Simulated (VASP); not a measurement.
# Al in VASP: further runs

Al is run at these levels: PBE+D3(BJ); tasks: single point.

Program: VASP 6.6.1. These are calculated values, not measurements. Logs are shortened: lines on timing, memory, paths and dates and some standing lists are left out, and cuts for length are marked.

### Step 1. The cell of the first run

The cell holds a slab with vacuum, 12 atoms: a = 5.728 Å, b = 5.728 Å, c = 17.677 Å, α = 90.00°, β = 90.00°, γ = 60.00°.

### Step 2. Single point, PBE+D3(BJ)

INCAR

```
SYSTEM = Al
ALGO = Normal ; EDIFF = 1E-6
ENCUT = 520 ; GGA = PE
ISIF = 2 ; ISMEAR = -1
IVDW = 12 ; LASPH = .TRUE.
LCHARG = .FALSE. ; LREAL = .FALSE.
LWAVE = .FALSE. ; NBANDS = 30
NELM = 60 ; PREC = Accurate
SIGMA = 0.1
```

KPOINTS

```
k-points
0
G
  3 3 1
  0 0 0
```

POSCAR

```
Al
1.0
    5.7275650000      0.0000000000      0.0000000000
    2.8637820000      4.9602170000      0.0000000000
    0.0000000000      0.0000000000     17.6765370000
Al
12
Direct
    0.1666684945      0.1666660955      0.0565721668
    0.6666715499      0.1666660955      0.0565721668
    0.1666709227      0.6666643818      0.0565721668
    0.6666739781      0.6666643818      0.0565721668
   -0.1199930115      0.2771048121      0.1788925059
    0.3421939186      0.3688346699      0.1883626867
   -0.1014457266      0.8018197591      0.1946478544
    0.3423643357      0.9211895367      0.1990265401
   -0.0512315006     -0.0285874590      0.3560199602
    0.5106878645     -0.0680212176      0.3287578331
    0.0649190335      0.4207275609      0.3091612345
    0.5222693665      0.5115502003      0.3216806550
```

Potentials or basis: VASP PAW PBE potentials, release 64 (Al).

On the command line:

```console
$ cat potpaw_PBE.64/Al/POTCAR > POTCAR
$ mpirun -np 1 vasp_std > vasp.out
```

OUTCAR:

```text
SYSTEM = Al
   EDIFF = 1E-6
   ENCUT = 520
   GGA = PE
   ISIF = 2
   ISMEAR = -1
   IVDW = 12
   LASPH = .TRUE.
   LREAL = .FALSE.
   NELM = 60
   PREC = Accurate
 IVDW          = 12

 ion  position               nearest neighbor table
   1  0.167  0.167  0.057-   5 2.59   8 2.81   4 2.86   2 2.86   3 2.86   3 2.86   2 2.86   4 2.86
                             6 2.99
   2  0.667  0.167  0.057-   5 2.71   6 2.84   1 2.86   3 2.86   4 2.86   4 2.86   3 2.86   1 2.86
                             7 3.05
   3  0.167  0.667  0.057-   6 2.76   7 2.78   4 2.86   2 2.86   1 2.86   1 2.86   2 2.86   4 2.86
                             8 3.31
   4  0.667  0.667  0.057-   1 2.86   3 2.86   2 2.86   2 2.86   3 2.86   1 2.86   5 2.90   8 3.03
                             7 3.06
   5  0.880  0.277  0.179-   8 2.43   1 2.59   7 2.69   2 2.71  11 2.82   6 2.86   4 2.90   6 2.95
                             7 3.07  12 3.10
   6  0.342  0.369  0.188-   7 2.51   8 2.57  11 2.59   3 2.76   2 2.84  12 2.85   5 2.86   5 2.95
                             1 2.99   8 3.17   7 3.22  10 3.31
   7  0.899  0.802  0.195-   6 2.51   5 2.69  11 2.77   3 2.78   8 2.91   8 2.94   2 3.05   4 3.06
                             5 3.07   9 3.07  10 3.07   6 3.22
   8  0.342  0.921  0.199-   5 2.43  10 2.50   6 2.57   1 2.81   7 2.91   7 2.94  12 2.97   4 3.03
                            11 3.16   6 3.17   3 3.31
   9  0.949  0.971  0.356-  10 2.67  12 2.89  11 3.00   7 3.07  12 3.07  11 3.08  10 3.15
  10  0.511  0.932  0.329-  12 2.38   8 2.50   9 2.67  11 2.71   7 3.07  11 3.08   9 3.15   6 3.31
                            12 3.36
  11  0.065  0.421  0.309-   6 2.59  10 2.71   7 2.77   5 2.82  12 2.89  12 2.92   9 3.00   9 3.08
                            10 3.08   8 3.16
  12  0.522  0.512  0.322-  10 2.38   6 2.85   9 2.89  11 2.89  11 2.92   8 2.97   9 3.07   5 3.10
                            10 3.36

  LATTYP: Found a hexagonal cell.
 ALAT       =     5.7275649303
 C/A-ratio  =     3.0862220185

  Lattice vectors:

 A1 = (  -2.8637820000,  -4.9602170000,   0.0000000000)
 A2 = (   5.7275650000,   0.0000000000,   0.0000000000)
 A3 = (   0.0000000000,   0.0000000000,  17.6765370000)

Analysis of symmetry for initial positions (statically):
=====================================================================
 Subroutine PRICEL returns:
 Original cell was already a primitive cell.

 Routine SETGRP: Setting up the symmetry group for a
 hexagonal supercell.

 Subroutine GETGRP returns: Found  1 space group operations
 (whereof  1 operations were pure point group operations)
 out of a pool of 24 trial point group operations.

The static configuration has the point symmetry C_1 .

Analysis of symmetry for dynamics (positions and initial velocities):
=====================================================================
 Subroutine PRICEL returns:
 Original cell was already a primitive cell.

 Routine SETGRP: Setting up the symmetry group for a
 hexagonal supercell.

 Subroutine GETGRP returns: Found  1 space group operations
 (whereof  1 operations were pure point group operations)
 out of a pool of 24 trial point group operations.

The dynamic configuration has the point symmetry C_1 .

 Subroutine INISYM returns: Found  1 space group operations
 (whereof  1 operations are pure point group operations),
 and found     1 'primitive' translations

----------------------------------------------------------------------------------------

                                     Primitive cell

  volume of cell :     502.1898

  direct lattice vectors                    reciprocal lattice vectors
     5.727565000  0.000000000  0.000000000     0.174594265 -0.100802024  0.000000000
     2.863782000  4.960217000  0.000000000     0.000000000  0.201604083  0.000000000
     0.000000000  0.000000000 17.676537000     0.000000000  0.000000000  0.056572167

  length of vectors
     5.727565000  5.727564930 17.676537000     0.201604081  0.201604083  0.056572167

  position of ions in fractional coordinates (direct lattice)
     0.166668495  0.166666095  0.056572167
     0.666671550  0.166666095  0.056572167
     0.166670923  0.666664382  0.056572167
     0.666673978  0.666664382  0.056572167
     0.880006988  0.277104812  0.178892506
     0.342193919  0.368834670  0.188362687
     0.898554273  0.801819759  0.194647854
     0.342364336  0.921189537  0.199026540
[... 25 lines left out ...]
 Grid dimensions read from file:
 generate k-points for:    3    3    1

 Generating k-lattice:

  Cartesian coordinates                     Fractional coordinates (reciprocal lattice)
     0.058198088 -0.033600675  0.000000000     0.333333333  0.000000000  0.000000000
     0.000000000  0.067201361  0.000000000     0.000000000  0.333333333  0.000000000
     0.000000000  0.000000000  0.056572167     0.000000000  0.000000000  1.000000000

  Length of vectors
     0.067201360  0.067201361  0.056572167

  Shift w.r.t. Gamma in fractional coordinates (k-lattice)
     0.000000000  0.000000000  0.000000000

 Subroutine IBZKPT returns following result:
 ===========================================

 Found      5 irreducible k-points:

 Following reciprocal coordinates:
            Coordinates               Weight
  0.000000  0.000000  0.000000      1.000000
  0.333333  0.000000  0.000000      2.000000
  0.333333  0.333333  0.000000      2.000000
  0.000000  0.333333  0.000000      2.000000
 -0.333333  0.333333  0.000000      2.000000
   k-points           NKPTS =      5   k-points in BZ     NKDIM =      5   number of bands    NBANDS=     30
   number of dos      NEDOS =    301   number of ions     NIONS =     12
   total plane-waves  NPLWV = 322560
   dimension x,y,z NGX =    48 NGY =   48 NGZ =  140
   dimension x,y,z NGXF=    96 NGYF=   96 NGZF=  280
   ions per type =              12
   NGX,Y,Z   is equivalent  to a cutoff of  13.93, 13.93, 13.17 a.u.
   NGXF,Y,Z  is equivalent  to a cutoff of  27.86, 27.86, 26.33 a.u.
 SYSTEM =  Al
   PREC   = accura    normal or accurate (medium, high low for compatibility)
   ISTART =      0    job   : 0-new  1-cont  2-samecut
   ICHARG =      2    charge: 1-file 2-atom 10-const
   ISPIN  =      1    spin polarized calculation?
   LNONCOLLINEAR =      F non collinear calculations
   LSORBIT =      F    spin-orbit coupling
   LASPH  =      T    aspherical Exc in radial PAW
   ENCUT  =  520.0 eV  38.22 Ry    6.18 a.u.  10.65 10.65 32.87*2*pi/ulx,y,z
   NELM   =     60;   NELMIN=  2; NELMDL= -5     # of ELM steps
   EDIFF  = 0.1E-05   stopping-criterion for ELM
   LREAL  =      F    real-space projection
   EDIFFG = 0.1E-04   stopping-criterion for IOM
   NSW    =      0    number of steps for IOM
   IBRION =     -1    ionic relax: 0-MD 1-quasi-New 2-CG
   NFREE  =      0    steps in history (QN), initial steepest desc. (CG)
   ISIF   =      2    stress and relaxation
   ISYM   =      2    0-nonsym 1-usesym 2-fastsym
   POTIM  = 0.5000    time-step for ionic-motion
   TEBEG  =    0.0;   TEEND  =   0.0 temperature during run
   PSTRESS=    0.0 pullay stress
   NELECT =      36.0000    total number of electrons
   NUPDOWN=      -1.0000    fix difference up-down
   EMIN   =  10.00;   EMAX   =-10.00  energy-range for DOS
   EFERMI =   0.00;   METHOD = LEGACY
   ISMEAR =    -1;   SIGMA  =   0.10  broadening in eV -4-tet -1-fermi 0-gaus
   EFERMI_NEDOS =   21; number of points for ismear=-14 and -15
   IALGO  =     38    algorithm
   IMIX   =      4    mixing-type and parameters
     AMIX     =   0.40;   BMIX     =  1.00
     AMIX_MAG =   1.60;   BMIX_MAG =  1.00
  volume/ion in A,a.u.               =      41.85       282.41
  Fermi-wavevector in a.u.,A,eV,Ry     =   0.680069  1.285144  6.292612  0.462494
  Thomas-Fermi vector in A             =   1.758452
   LORBIT       =      0    0 simple, 1 ext, 2 COOP (PROOUT), +10 PAW based schemes
   GGA     = PE    functional components
   LHFCALC =     F    Hartree Fock is set to
   AEXX    =    0.0000 exact exchange contribution
   IVDW    =    12    specifies the selected vdW correction
   LEPSILON=     F    determine dielectric tensor
   LRPA    =     F    only Hartree local field effects (RPA)
 non-spin polarized calculation
  energy-cutoff  :      520.00
  volume of cell :      502.19
 maximum number of plane-waves:     13577
 NGX is ok and might be reduce to    42
   NGX = 21   NGY = 21   NGZ = 65

 number of electron      36.0000000 magnetization

 Free energy of the ion-electron system (eV)
  ---------------------------------------------------
  ext. energy  EPLUGINS =         0.00000000
  ---------------------------------------------------
  free energy    TOTEN  =       -40.73840865 eV

  energy without entropy =      -40.53413785  energy(sigma->0) =      -40.63627325

 E-fermi :   0.6758     XC(G=0):  -5.1035

 val. band max:        0.6206593545   @ k =   0.3333   0.0000   0.0000
 cond. band min:       0.6899952068   @ k =   0.3333   0.3333   0.0000
 fundamental gap:      0.0693358523
 Fermi energy:         0.6758356077

 k-point     1 :       0.0000    0.0000    0.0000
  band No.  band energies     occupation
      1      -9.5753      2.00000
      2      -7.8601      2.00000
      3      -5.5737      2.00000
      4      -4.2463      2.00000
      5      -4.0202      2.00000
      6      -3.7796      2.00000
[... 154 lines left out ...]
     29       4.2620      0.00000
     30       4.3982      0.00000

------------------------ aborting loop because EDIFF is reached ----------------------------------------

 Edisp (eV)   -2.68541

 E8    (eV) :    -1.2525

  FORCE on cell =-STRESS in cart. coord.  units (eV):
  Direction    XX          YY          ZZ          XY          YZ          ZX
  --------------------------------------------------------------------------------------
  -------------------------------------------------------------------------------------
  Total      -4.85875    -1.07977     0.62533    -0.45138     0.04100     0.63360
  in kB     -15.50126    -3.44489     1.99504    -1.44007     0.13082     2.02143
  external pressure =       -5.65 kB  Pullay stress =        0.00 kB

 VOLUME and BASIS-vectors are now :
 -----------------------------------------------------------------------------
  energy-cutoff  :      520.00
  volume of cell :      502.19
      direct lattice vectors                 reciprocal lattice vectors
     5.727565000  0.000000000  0.000000000     0.174594265 -0.100802024  0.000000000
     2.863782000  4.960217000  0.000000000     0.000000000  0.201604083  0.000000000
     0.000000000  0.000000000 17.676537000     0.000000000  0.000000000  0.056572167

 POSITION                                       TOTAL-FORCE (eV/Angst)
 -----------------------------------------------------------------------------------
      1.43190      0.82670      1.00000         0.278542     -0.063500     -0.492638
      4.29570      0.82670      1.00000        -0.014632     -0.197283      0.029682
      2.86380      3.30680      1.00000        -0.038507      0.142217     -0.062994
      5.72760      3.30680      1.00000         0.075960     -0.009190      0.207003
      5.83387      1.37450      3.16220        -1.181404      1.628191      0.584448
      3.01620      1.82950      3.32960         1.339186     -0.314820     -0.379408
      7.44277      3.97720      3.44070        -0.862953      0.811260      0.165039
      4.59900      4.56930      3.51810         0.146640     -2.105322     -0.320780
      8.21605      4.81842      6.29320         0.655641     -0.115255     -0.753910
      5.59398      4.62282      5.81130         0.978238      1.392790      0.634600
      1.57670      2.08690      5.46490        -0.362795      0.165920      0.795812
      4.45630      2.53740      5.68620        -1.013916     -1.335010     -0.406854
 -----------------------------------------------------------------------------------
    total drift:                                0.000030      0.000005     -0.000027

  FREE ENERGIE OF THE ION-ELECTRON SYSTEM (eV)
  ---------------------------------------------------
  free  energy   TOTEN  =       -43.4238193507 eV

  energy  without entropy=      -43.2195485543  energy(sigma->0) =      -43.32168395
```

Run time: 2 min. Hardware: 1 thread of Intel Xeon Platinum 8488C (Sapphire Rapids), shared host; peak memory 0.6 GiB.

What came out:

| Item | Value |
| --- | --- |
| Free energy | -43.4238 eV |
| Largest force | 2.135 eV/Å |
| Band gap on the k mesh | zero (bands 18 and 19 overlap by 0.39 eV) |
| Dispersion energy per atom | -0.224 eV |

Forces on the atoms (eV/Å):
```
Al   0.279 -0.064 -0.493
Al  -0.015 -0.197  0.030
Al  -0.039  0.142 -0.063
Al   0.076 -0.009  0.207
Al  -1.181  1.628  0.584
Al   1.339 -0.315 -0.379
Al  -0.863  0.811  0.165
Al   0.147 -2.105 -0.321
Al   0.656 -0.115 -0.754
Al   0.978  1.393  0.635
Al  -0.363  0.166  0.796
Al  -1.014 -1.335 -0.407
```

Levels at points of the mesh, in eV from the Fermi level:
```csv
k point,band 15,band 16,band 17,band 18,band 19,band 20,band 21,band 22
"(0.00, 0.00, 0.00)",-2.28,-2.21,-0.58,-0.50,-0.35,-0.19,-0.12,0.17
```

Caveat: the k points lie up to 0.42 Å⁻¹ apart; the atoms stand as in a frame of molecular dynamics; there is no dipole correction, which matters where the two faces differ.

### Step 3. Single point, PBE+D3(BJ)

INCAR

```
ALGO = Normal
EDIFF = 1E-7
ENCUT = 520
GGA = PE
ISIF = 2
ISMEAR = -1
IVDW = 12
LASPH = True
LCHARG = False
LREAL = False
LWAVE = False
NBANDS = 30
NELM = 80
PREC = Accurate
SIGMA = 0.1
```

KPOINTS

```
k-points
0
Gamma
  3 3 1
```

POSCAR

```
Al
1.0
    5.7275650000      0.0000000000      0.0000000000
    2.8637820000      4.9602170000      0.0000000000
    0.0000000000      0.0000000000     17.6765370000
Al
12
Direct
    0.1666684945      0.1666660955      0.0565721668
    0.6666715499      0.1666660955      0.0565721668
    0.1666709227      0.6666643818      0.0565721668
    0.6666739781      0.6666643818      0.0565721668
   -0.0226891362      0.3665968646      0.2003503288
    0.4587672775      0.3957286546      0.1970917720
   -0.1147515946      0.8556682097      0.2021097232
    0.3521759912      0.9008678451      0.2093509605
    0.1298325101     -0.0640496172      0.3443887227
    0.6711906690     -0.1669080204      0.3432346505
    0.1933364897      0.3680282536      0.3370060550
    0.6675536004      0.3745199051      0.3322313641
```

Potentials or basis: VASP PAW PBE potentials, release 64 (Al).

On the command line:

```console
$ cat potpaw_PBE.64/Al/POTCAR > POTCAR
$ mpirun -np 1 vasp_std > vasp.out
```

Wall time 2.4 min (1 thread of Intel Xeon Platinum 8488C (Sapphire Rapids), shared host); peak memory 0.61 GiB.

Results (log left out):

```yaml
Free_energy: -43.8770 eV
Largest_force: 1.511 eV/Å
Band_gap_on_the_k_mesh: zero (bands 18 and 19 overlap by 0.49 eV)
Dispersion_energy_per_atom: -0.219 eV
```

Forces in eV/Å, atoms in the order of the input:
```
Al   0.047 -0.098  0.281
Al   0.040 -0.098  0.395
Al  -0.016 -0.040  0.491
Al   0.037 -0.019  0.606
Al  -1.125  0.678 -0.336
Al  -0.397 -0.336 -0.622
Al   0.232  0.715 -0.344
Al   1.118 -0.844 -0.569
Al  -0.138 -0.987  0.015
Al   0.269  0.515 -0.158
Al   0.162  0.307 -0.002
Al  -0.228  0.208  0.242
```

Levels at points of the mesh, in eV from the Fermi level:
```tsv
k point	band 13	band 14	band 15	band 16	band 17	band 18	band 19	band 20	band 21	band 22
(0.00, 0.00, 0.00)	-2.78	-2.58	-2.51	-2.17	-0.82	-0.57	-0.48	-0.33	-0.28	-0.24
```

Caveat: the k points lie up to 0.42 Å⁻¹ apart; the atoms stand as in a frame of molecular dynamics; there is no dipole correction, which matters where the two faces differ.

The gap in the log of VASP goes by the Fermi energy; the results here count the filled bands.